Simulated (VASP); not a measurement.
# NaF (Fm-3m) in VASP: notebook, part 2 of 3

VASP 6.6.1.

**4. Electric field gradients, PBE (volume scaled by 0.97)**

INCAR

```
SYSTEM = NaF
ALGO     = Normal         ! electronic algorithm
EDIFF    = 1E-8           ! SCF threshold, eV
ENCUT    = 520            ! plane-wave cutoff, eV
GGA      = PE             ! functional
ISIF     = 2              ! what is computed and relaxed
ISMEAR   = -1             ! smearing method
LASPH    = .True.         ! aspherical terms in the spheres
LCHARG   = .False.        ! write CHGCAR
LEFG     = .True.       
LREAL    = .False.        ! projectors in reciprocal space
LWAVE    = .False.        ! write WAVECAR
NBANDS   = 14             ! bands
NELM     = 80             ! most SCF steps
PREC     = Accurate       ! precision mode
SIGMA    = 0.02           ! smearing width, eV
```

KPOINTS

```
k-points
0
Gamma
  10 10 10
  0 0 0
```

POSCAR

```
NaF
1.0
    0.0000000000      2.2998307186      2.2998307186
    2.2998307186      0.0000000000      2.2998307186
    2.2998307186      2.2998307186      0.0000000000
Na F
1 1
Direct
    0.0000000000      0.0000000000      0.0000000000
    0.5000000000      0.5000000000      0.5000000000
```

Potentials or basis: VASP PAW PBE potentials, release 64 (Na_pv, F).

The run is started by

```console
$ cat potpaw_PBE.64/Na_pv/POTCAR potpaw_PBE.64/F/POTCAR > POTCAR
$ mpirun -np 1 vasp_std > vasp.out
```

OUTCAR:

```text
SYSTEM = NaF
   EDIFF = 1E-8
   ENCUT = 520
   GGA = PE
   ISIF = 2
   ISMEAR = -1
   LASPH = .True.
   LREAL = .False.
   NELM = 80
   PREC = Accurate

 ion  position               nearest neighbor table
   1  0.000  0.000  0.000-   2 2.30   2 2.30   2 2.30   2 2.30   2 2.30   2 2.30
   2  0.500  0.500  0.500-   1 2.30   1 2.30   1 2.30   1 2.30   1 2.30   1 2.30

  LATTYP: Found a face centered cubic cell.
 ALAT       =     4.5996614372

  Lattice vectors:

 A1 = (   0.0000000000,   2.2998307186,   2.2998307186)
 A2 = (   2.2998307186,   0.0000000000,   2.2998307186)
 A3 = (   2.2998307186,   2.2998307186,   0.0000000000)

Analysis of symmetry for initial positions (statically):
=====================================================================
 Subroutine PRICEL returns:
 Original cell was already a primitive cell.

 Routine SETGRP: Setting up the symmetry group for a
 face centered cubic supercell.

 Subroutine GETGRP returns: Found 48 space group operations
 (whereof 48 operations were pure point group operations)
 out of a pool of 48 trial point group operations.

The static configuration has the point symmetry O_h .

Analysis of symmetry for dynamics (positions and initial velocities):
=====================================================================
 Subroutine PRICEL returns:
 Original cell was already a primitive cell.

 Routine SETGRP: Setting up the symmetry group for a
 face centered cubic supercell.

 Subroutine GETGRP returns: Found 48 space group operations
 (whereof 48 operations were pure point group operations)
 out of a pool of 48 trial point group operations.

The dynamic configuration has the point symmetry O_h .

 Subroutine INISYM returns: Found 48 space group operations
 (whereof 48 operations are pure point group operations),
 and found     1 'primitive' translations

----------------------------------------------------------------------------------------

                                     Primitive cell

  volume of cell :      24.3286

  direct lattice vectors                    reciprocal lattice vectors
     0.000000000  2.299830719  2.299830719    -0.217407306  0.217407306  0.217407306
     2.299830719  0.000000000  2.299830719     0.217407306 -0.217407306  0.217407306
     2.299830719  2.299830719  0.000000000     0.217407306  0.217407306 -0.217407306

  length of vectors
     3.252451793  3.252451793  3.252451793     0.376560499  0.376560499  0.376560499

  position of ions in fractional coordinates (direct lattice)
     0.000000000  0.000000000  0.000000000
     0.500000000  0.500000000  0.500000000

  ion indices of the primitive-cell ions
   primitive index   ion index
                 1           1
                 2           2

----------------------------------------------------------------------------------------

 KPOINTS: k-points

Automatic generation of k-mesh.
 Grid dimensions read from file:
 generate k-points for:   10   10   10

 Generating k-lattice:

  Cartesian coordinates                     Fractional coordinates (reciprocal lattice)
[... 75 lines left out ...]
   ISMEAR =    -1;   SIGMA  =   0.02  broadening in eV -4-tet -1-fermi 0-gaus
   EFERMI_NEDOS =   21; number of points for ismear=-14 and -15
   IALGO  =     38    algorithm
   IMIX   =      4    mixing-type and parameters
     AMIX     =   0.40;   BMIX     =  1.00
     AMIX_MAG =   1.60;   BMIX_MAG =  1.00
  volume/ion in A,a.u.               =      12.16        82.09
  Fermi-wavevector in a.u.,A,eV,Ry     =   1.361690  2.573221 25.227925  1.854200
  Thomas-Fermi vector in A             =   2.488244
   LORBIT       =      0    0 simple, 1 ext, 2 COOP (PROOUT), +10 PAW based schemes
   GGA     = PE    functional components
   LHFCALC =     F    Hartree Fock is set to
   AEXX    =    0.0000 exact exchange contribution
   IVDW    =     0    specifies the selected vdW correction
   LEPSILON=     F    determine dielectric tensor
   LRPA    =     F    only Hartree local field effects (RPA)
 non-spin polarized calculation
  energy-cutoff  :      520.00
  volume of cell :       24.33
 maximum number of plane-waves:       666
   NGX = 13   NGY = 13   NGZ = 13

 number of electron      13.9999991 magnetization

 Free energy of the ion-electron system (eV)
  ---------------------------------------------------
  ext. energy  EPLUGINS =         0.00000000
  ---------------------------------------------------
  free energy    TOTEN  =        -8.55150312 eV

  energy without entropy =       -8.55150312  energy(sigma->0) =       -8.55150312

 E-fermi :  -1.5125     XC(G=0):  -9.2618

 val. band max:       -1.9851570861   @ k =   0.0000   0.0000   0.0000
 cond. band min:       4.4365827089   @ k =   0.0000   0.0000   0.0000
 fundamental gap:      6.4217397951
 Fermi energy:        -1.5125091254

 k-point     1 :       0.0000    0.0000    0.0000
  band No.  band energies     occupation
      1     -21.1968      2.00000
      2     -20.8659      2.00000
      3     -20.8659      2.00000
      4     -20.8659      2.00000
      5      -1.9852      2.00000
      6      -1.9852      2.00000
      7      -1.9852      2.00000
      8       4.4366      0.00000
      9      17.1513      0.00000
     10      17.1513      0.00000
     11      17.1513      0.00000
     12      20.0609      0.00000
     13      22.2621      0.00000
     14      22.2621      0.00000
[... 377 lines left out ...]
      1     -21.4280      2.00000
      2     -20.9175      2.00000
      3     -20.9088      2.00000
      4     -20.5053      2.00000
      5      -3.1924      2.00000
      6      -2.3784      2.00000
      7      -2.3209      2.00000
      8       8.7597      0.00000
      9      11.9619      0.00000
     10      14.9858      0.00000
     11      17.8855      0.00000
     12      17.9319      0.00000
     13      23.7615      0.00000
     14      24.9361      0.00000

 [... further k-points ...]
[... 5 lines left out ...]
  --------------------------------------------------------------------------------------
  -------------------------------------------------------------------------------------
  Total        0.5013845      0.5013845      0.5013845     -0.0000000     -0.0000000     -0.0000000
  in kB       33.0189970     33.0189970     33.0189970     -0.0000000     -0.0000000     -0.0000000
  external PRESSURE =      33.0189970 kB  Pullay stress =       0.0000000 kB

 VOLUME and BASIS-vectors are now :
 -----------------------------------------------------------------------------
  energy-cutoff  :      520.00
  volume of cell :       24.33
      direct lattice vectors                 reciprocal lattice vectors
     0.000000000  2.299830719  2.299830719    -0.217407306  0.217407306  0.217407306
     2.299830719  0.000000000  2.299830719     0.217407306 -0.217407306  0.217407306
     2.299830719  2.299830719  0.000000000     0.217407306  0.217407306 -0.217407306

 POSITION                                       TOTAL-FORCE (eV/Angst)
 -----------------------------------------------------------------------------------
      0.00000      0.00000      0.00000         0.000000     -0.000000      0.000000
      2.29983      2.29983      2.29983        -0.000000      0.000000      0.000000
 -----------------------------------------------------------------------------------
    total drift:                                0.000000     -0.000000      0.000000

  FREE ENERGIE OF THE ION-ELECTRON SYSTEM (eV)
  ---------------------------------------------------
  free  energy   TOTEN  =        -8.5515031219 eV

  energy  without entropy=       -8.5515031219  energy(sigma->0) =       -8.55150312

 Electric field gradients (V/A^2)
---------------------------------------------------------------------
 ion       V_xx      V_yy      V_zz      V_xy      V_xz      V_yz
---------------------------------------------------------------------
   1      -0.000    -0.000    -0.000    -0.003    -0.003    -0.003
   2       0.000    -0.000    -0.000     0.008     0.008     0.008
---------------------------------------------------------------------

 Electric field gradients after diagonalization (V/A^2)
 (convention: |V_zz| > |V_xx| > |V_yy|)
----------------------------------------------------------------------
 ion       V_xx      V_yy      V_zz     asymmetry (V_yy - V_xx)/ V_zz
----------------------------------------------------------------------
   1       0.003     0.003    -0.006       0.000
   2      -0.008    -0.008     0.015       0.000
----------------------------------------------------------------------

           NMR quadrupolar parameters

 Cq : quadrupolar parameter    Cq=e*Q*V_zz/h
 eta: asymmetry parameters     (V_yy - V_xx)/ V_zz
 Q  : nuclear electric quadrupole moment in mb (millibarn)
----------------------------------------------------------------------
 ion       Cq(MHz)       eta       Q (mb)
----------------------------------------------------------------------
   1      -0.000       0.000       1.000
   2       0.000       0.000       1.000
----------------------------------------------------------------------
```

It took 4.9 s on 1 thread of Intel Xeon 6975P-C (Granite Rapids), shared host; peak memory 0.13 GiB.

What came out:

- Free energy: -8.5515 eV
- Pressure: 3.3 GPa
- Band gap on the k mesh: 6.42 eV, direct

Caveat: without QUAD_EFG the Cq values of the log hold for a quadrupole moment of 1 mb, not for the nuclei. A k mesh can miss the band edges.

(Part 2 of 3 ends here.)
